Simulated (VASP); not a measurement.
# Sc (Pm-3m) in VASP: further runs

Sc is run at these levels: PBE; tasks: single point.

All numbers are computed with VASP 6.6.1; they aren't measurements. Logs are shortened: lines on timing, memory, paths and dates and some standing lists are left out, and cuts for length are marked.

### 1 The cell of the first run

It takes space group Pm-3m (No. 221, cubic). Conventional cell: a = 2.933 Å, b = 2.933 Å, c = 2.933 Å, α = 90.00°, β = 90.00°, γ = 90.00°. Within 3.9 Å of Sc (site symmetry m-3m) lie 6 Sc at 2.93 Å.

This isn't the form of Sc at room conditions, which is hcp.

### 2 Single point, PBE (25.24 Å³/atom)

The input, INCAR:

```
  PREC = Accurate
  ENCUT = 520
  EDIFF = 1E-6
  ISMEAR = -1
  SIGMA = 0.1
  LREAL = F
  LASPH = T
  NELM = 60
  ALGO = Normal
  ISIF = 2
  LWAVE = F
  LCHARG = F
  GGA = PE
  NBANDS = 12
```

The input, KPOINTS:

```
regular mesh
0
Gamma
  12 12 12
```

The input, POSCAR:

```
Sc
1.0
    2.9333113538      0.0000000000      0.0000000000
    0.0000000000      2.9333113538      0.0000000000
    0.0000000000      0.0000000000      2.9333113538
Sc
1
Direct
    0.0000000000      0.0000000000      0.0000000000
```

Potentials or basis: VASP PAW PBE potentials, release 64 (Sc_sv).

Command:

```
cat potpaw_PBE.64/Sc_sv/POTCAR > POTCAR
mpirun -np 1 vasp_std > vasp.out
```

OUTCAR:

```text
PREC = Accurate
   ENCUT = 520
   EDIFF = 1E-6
   ISMEAR = -1
   LREAL = F
   LASPH = T
   NELM = 60
   ISIF = 2
   GGA = PE

 ion  position               nearest neighbor table
   1  0.000  0.000  0.000-

  LATTYP: Found a simple cubic cell.
 ALAT       =     2.9333113538

  Lattice vectors:

 A1 = (   2.9333113538,   0.0000000000,   0.0000000000)
 A2 = (   0.0000000000,   2.9333113538,   0.0000000000)
 A3 = (   0.0000000000,   0.0000000000,   2.9333113538)

Analysis of symmetry for initial positions (statically):
=====================================================================
 Subroutine PRICEL returns:
 Original cell was already a primitive cell.

 Routine SETGRP: Setting up the symmetry group for a
 simple cubic supercell.

 Subroutine GETGRP returns: Found 48 space group operations
 (whereof 48 operations were pure point group operations)
 out of a pool of 48 trial point group operations.

The static configuration has the point symmetry O_h .

Analysis of symmetry for dynamics (positions and initial velocities):
=====================================================================
 Subroutine PRICEL returns:
 Original cell was already a primitive cell.

 Routine SETGRP: Setting up the symmetry group for a
 simple cubic supercell.

 Subroutine GETGRP returns: Found 48 space group operations
 (whereof 48 operations were pure point group operations)
 out of a pool of 48 trial point group operations.

The dynamic configuration has the point symmetry O_h .

 Subroutine INISYM returns: Found 48 space group operations
 (whereof 48 operations are pure point group operations),
 and found     1 'primitive' translations

----------------------------------------------------------------------------------------

                                     Primitive cell

  volume of cell :      25.2391

  direct lattice vectors                    reciprocal lattice vectors
     2.933311354  0.000000000  0.000000000     0.340911645  0.000000000  0.000000000
     0.000000000  2.933311354  0.000000000     0.000000000  0.340911645  0.000000000
     0.000000000  0.000000000  2.933311354     0.000000000  0.000000000  0.340911645

  length of vectors
     2.933311354  2.933311354  2.933311354     0.340911645  0.340911645  0.340911645

  position of ions in fractional coordinates (direct lattice)
     0.000000000  0.000000000  0.000000000

  ion indices of the primitive-cell ions
   primitive index   ion index
                 1           1

----------------------------------------------------------------------------------------
[... 80 lines left out ...]
   PSTRESS=    0.0 pullay stress
   NELECT =      11.0000    total number of electrons
   NUPDOWN=      -1.0000    fix difference up-down
   EMIN   =  10.00;   EMAX   =-10.00  energy-range for DOS
   EFERMI =   0.00;   METHOD = LEGACY
   ISMEAR =    -1;   SIGMA  =   0.10  broadening in eV -4-tet -1-fermi 0-gaus
   EFERMI_NEDOS =   21; number of points for ismear=-14 and -15
   IALGO  =     38    algorithm
   IMIX   =      4    mixing-type and parameters
     AMIX     =   0.40;   BMIX     =  1.00
     AMIX_MAG =   1.60;   BMIX_MAG =  1.00
  volume/ion in A,a.u.               =      25.24       170.32
  Fermi-wavevector in a.u.,A,eV,Ry     =   1.241217  2.345559 20.961388  1.540619
  Thomas-Fermi vector in A             =   2.375624
   LORBIT       =      0    0 simple, 1 ext, 2 COOP (PROOUT), +10 PAW based schemes
   GGA     = PE    functional components
   LHFCALC =     F    Hartree Fock is set to
   AEXX    =    0.0000 exact exchange contribution
   IVDW    =     0    specifies the selected vdW correction
   LEPSILON=     F    determine dielectric tensor
   LRPA    =     F    only Hartree local field effects (RPA)
 non-spin polarized calculation
  energy-cutoff  :      520.00
  volume of cell :       25.24
 maximum number of plane-waves:       703
 NGX is ok and might be reduce to    24
   NGX = 11   NGY = 11   NGZ = 11

 number of electron      10.9999996 magnetization

 Free energy of the ion-electron system (eV)
  ---------------------------------------------------
  ext. energy  EPLUGINS =         0.00000000
  ---------------------------------------------------
  free energy    TOTEN  =        -5.52472103 eV

  energy without entropy =       -5.43775836  energy(sigma->0) =       -5.48123969

 E-fermi :   3.6619     XC(G=0):  -9.7162

 val. band max:        3.6616531511   @ k =   0.3333   0.0833   0.0000
 cond. band min:       3.6697387644   @ k =   0.3333   0.1667   0.0000
 fundamental gap:      0.0080856133
 Fermi energy:         3.6618841584

 k-point     1 :       0.0000    0.0000    0.0000
  band No.  band energies     occupation
      1     -45.9584      2.00000
      2     -24.3066      2.00000
      3     -24.3066      2.00000
      4     -24.3066      2.00000
      5      -1.4057      2.00000
      6       3.1427      1.98894
      7       3.1427      1.98894
      8       7.5615      0.00000
      9       7.5615      0.00000
     10       7.5615      0.00000
     11      16.1555      0.00000
     12      16.1555      0.00000
[... 331 lines left out ...]
 k-point    24 :       0.4167    0.3333    0.0000
  band No.  band energies     occupation
      1     -45.8401      2.00000
      2     -24.7814      2.00000
      3     -24.6696      2.00000
      4     -24.2236      2.00000
      5       2.0827      2.00000
      6       3.5275      1.58636
      7       5.6633      0.00000
      8       6.3064      0.00000
      9       6.5381      0.00000
     10       6.6129      0.00000
     11       9.9416      0.00000
     12      13.9191      0.00000

 [... further k-points ...]

------------------------ aborting loop because EDIFF is reached ----------------------------------------

  FORCE on cell =-STRESS in cart. coord.  units (eV):
  Direction    XX          YY          ZZ          XY          YZ          ZX
  --------------------------------------------------------------------------------------
  -------------------------------------------------------------------------------------
  Total        0.2325717      0.2325717      0.2325717     -0.0000000      0.0000000     -0.0000000
  in kB       14.7636248     14.7636248     14.7636248     -0.0000000      0.0000000     -0.0000000
  external PRESSURE =      14.7636248 kB  Pullay stress =       0.0000000 kB

 VOLUME and BASIS-vectors are now :
 -----------------------------------------------------------------------------
  energy-cutoff  :      520.00
  volume of cell :       25.24
      direct lattice vectors                 reciprocal lattice vectors
     2.933311354  0.000000000  0.000000000     0.340911645  0.000000000  0.000000000
     0.000000000  2.933311354  0.000000000     0.000000000  0.340911645  0.000000000
     0.000000000  0.000000000  2.933311354     0.000000000  0.000000000  0.340911645

 POSITION                                       TOTAL-FORCE (eV/Angst)
 -----------------------------------------------------------------------------------
      0.00000      0.00000      0.00000         0.000000      0.000000      0.000000
 -----------------------------------------------------------------------------------
    total drift:                                0.000000      0.000000      0.000000

  FREE ENERGIE OF THE ION-ELECTRON SYSTEM (eV)
  ---------------------------------------------------
  free  energy   TOTEN  =        -5.5247210264 eV

  energy  without entropy=       -5.4377583567  energy(sigma->0) =       -5.48123969
```

OSZICAR:

```text
N       E                     dE             d eps       ncg     rms          rms(c)
DAV:   1     0.743953693297E+02    0.74395E+02   -0.50511E+03  2024   0.887E+02
DAV:   2    -0.457955368704E+01   -0.78975E+02   -0.77232E+02  2016   0.281E+02
DAV:   3    -0.611753126471E+01   -0.15380E+01   -0.14825E+01  2664   0.513E+01
DAV:   4    -0.614726585624E+01   -0.29735E-01   -0.29654E-01  2420   0.580E+00
DAV:   5    -0.614781055212E+01   -0.54470E-03   -0.54467E-03  2764   0.792E-01    0.514E+00
DAV:   6    -0.558444984250E+01    0.56336E+00   -0.88495E-01  3012   0.131E+01    0.134E+00
DAV:   7    -0.552924513426E+01    0.55205E-01   -0.10617E-01  3128   0.401E+00    0.484E-01
DAV:   8    -0.552482370947E+01    0.44214E-02   -0.10744E-02  2140   0.142E+00    0.127E-01
DAV:   9    -0.552472007408E+01    0.10364E-03   -0.85104E-04  3084   0.432E-01    0.349E-02
DAV:  10    -0.552472164539E+01   -0.15713E-05   -0.94235E-05  3132   0.125E-01    0.661E-03
DAV:  11    -0.552472102644E+01    0.61895E-06   -0.34864E-06  3044   0.254E-02
   1 F= -.55247210E+01 E0= -.54812397E+01  d E =-.869627E-01
```

stdout:

```text
POSCAR found type information on POSCAR Sc
 POSCAR found :  1 types and       1 ions
 scaLAPACK will be used
 LDA part: xc-table for (Slater+PW92), standard interpolation
 POSCAR, INCAR and KPOINTS ok, starting setup
 FFT: planning ... GRIDC
 FFT: planning ... GRID_SOFT
 FFT: planning ... GRID
 WAVECAR not read
 entering main loop
```

Wall time 28 s (1 thread of Intel Xeon 8259CL, shared host); peak memory 0.15 GiB.

Results:

| Item | Value |
| --- | --- |
| Free energy | -5.5247 eV |
| Pressure | 1.5 GPa |
| Band gap on the k mesh | zero (an odd number of electrons rules out a gap without spin polarisation) |

Levels at points of the mesh, in eV from the Fermi level:
| k point | band 2 | band 3 | band 4 | band 5 | band 6 | band 7 | band 8 | band 9 |
| --- | --- | --- | --- | --- | --- | --- | --- | --- |
| (0.00, 0.00, 0.00) | -27.97 | -27.97 | -27.97 | -5.07 | -0.52 | -0.52 | 3.90 | 3.90 |
| (0.50, 0.00, 0.00) | -28.54 | -27.92 | -27.92 | -1.66 | -0.50 | 0.11 | 2.29 | 2.29 |
| (0.50, 0.50, 0.00) | -28.46 | -28.46 | -27.87 | -1.81 | 0.26 | 2.66 | 2.66 | 3.79 |
| (0.50, 0.50, 0.50) | -28.38 | -28.38 | -28.38 | -0.50 | -0.50 | -0.50 | 4.92 | 4.92 |

### 3 Single point, PBE (26.29 Å³/atom)

This run uses another cell than the first one, of 26.29 Å³/atom.

The input, INCAR:

```
PREC     = Accurate       # precision mode
ENCUT    = 520            # plane-wave cutoff, eV
EDIFF    = 1E-6           # SCF threshold, eV
ISMEAR   = -1             # smearing method
SIGMA    = 0.1            # smearing width, eV
LREAL    = F              # projectors in reciprocal space
LASPH    = T              # aspherical terms in the spheres
NELM     = 80             # most SCF steps
ALGO     = Normal         # electronic algorithm
ISIF     = 2              # what is computed and relaxed
LWAVE    = F              # write WAVECAR
LCHARG   = T              # write CHGCAR
GGA      = PE             # functional
LELF     = T              # ELF
LVHAR    = T            
NBANDS   = 12             # bands
```

The input, KPOINTS:

```
Automatic mesh
0
Gamma
  12 12 12
```

The input, POSCAR:

```
Sc
1.0
    2.9734986949      0.0000000000      0.0000000000
    0.0000000000      2.9734986949      0.0000000000
    0.0000000000      0.0000000000      2.9734986949
Sc
1
Direct
    0.0000000000      0.0000000000      0.0000000000
```

Potentials or basis: VASP PAW PBE potentials, release 64 (Sc_sv).

Command:

```
cat potpaw_PBE.64/Sc_sv/POTCAR > POTCAR
mpirun -np 1 vasp_std > vasp.out
```

Wall time 30 s (1 thread of Intel Xeon 8259CL, shared host); peak memory 0.15 GiB.

It converged, with:

* Free energy: -5.5298 eV
* Pressure: 0.0 GPa
* Band gap on the k mesh: zero (an odd number of electrons rules out a gap without spin polarisation)

Levels at points of the mesh, in eV from the Fermi level:
```
           k point  band 3  band 4  band 5  band 6  band 7  band 8
(0.00, 0.00, 0.00)  -28.07  -28.07   -4.99   -0.48   -0.48    3.73
(0.50, 0.00, 0.00)  -28.03  -28.03   -1.67   -0.53    0.12    2.22
(0.50, 0.50, 0.00)  -28.51  -27.99   -1.69    0.22    2.56    2.56
(0.50, 0.50, 0.50)  -28.44  -28.44   -0.44   -0.44   -0.44    4.69
```

### 4 Single point, PBE (27.34 Å³/atom)

This run uses another cell than the first one, of 27.34 Å³/atom.

The input, INCAR:

```
SYSTEM = Sc
PREC = Accurate ; ENCUT = 520
EDIFF = 1E-6 ; ISMEAR = -1
SIGMA = 0.1 ; LREAL = .FALSE.
LASPH = .TRUE. ; NELM = 80
ALGO = Normal ; ISIF = 2
LWAVE = .FALSE. ; LCHARG = .FALSE.
GGA = PE ; NBANDS = 12
```

The input, KPOINTS:

```
Automatic mesh
0
G
  12 12 12
  0 0 0
```

The input, POSCAR:

```
Sc
1.0
    3.0126281650      0.0000000000      0.0000000000
    0.0000000000      3.0126281650      0.0000000000
    0.0000000000      0.0000000000      3.0126281650
Sc
1
Direct
    0.0000000000      0.0000000000      0.0000000000
```

Command:

```
cat potpaw_PBE.64/Sc_sv/POTCAR > POTCAR
mpirun -np 1 vasp_std > vasp.out
```

Wall time 32 s (1 thread of Intel Xeon 8259CL, shared host); peak memory 0.15 GiB.

The run converged. Its results:

- Free energy: -5.5257 eV
- Pressure: -1.3 GPa
- Band gap on the k mesh: zero (an odd number of electrons rules out a gap without spin polarisation)

Levels at points of the mesh, in eV from the Fermi level:
| k point | band 2 | band 3 | band 4 | band 5 | band 6 | band 7 | band 8 | band 9 |
| --- | --- | --- | --- | --- | --- | --- | --- | --- |
| (0.00, 0.00, 0.00) | -28.17 | -28.17 | -28.17 | -4.91 | -0.44 | -0.44 | 3.57 | 3.57 |
| (0.50, 0.00, 0.00) | -28.62 | -28.13 | -28.13 | -1.67 | -0.54 | 0.13 | 2.14 | 2.14 |
| (0.50, 0.50, 0.00) | -28.56 | -28.56 | -28.10 | -1.58 | 0.20 | 2.46 | 2.46 | 3.43 |
| (0.50, 0.50, 0.50) | -28.50 | -28.50 | -28.50 | -0.39 | -0.39 | -0.39 | 4.49 | 4.49 |

### 5 Overview

```tsv
cell	gap on the mesh (eV)	pressure (GPa)
a = 2.933 Å, 1 atom	none	1.5
a = 2.973 Å, 1 atom	none	0.0
a = 3.013 Å, 1 atom	none	-1.3
```

Alike in all rows: task single point; level PBE; potentials or basis VASP PAW PBE potentials, release 64 (Sc_sv); no spin polarisation; k mesh 12 × 12 × 12; cutoff (eV) 520; smearing fermi-dirac 0.1 eV.

Absolute energies hang on the potentials; compare differences alone.

The gap in the log of VASP goes by the Fermi energy; the results here count the filled bands.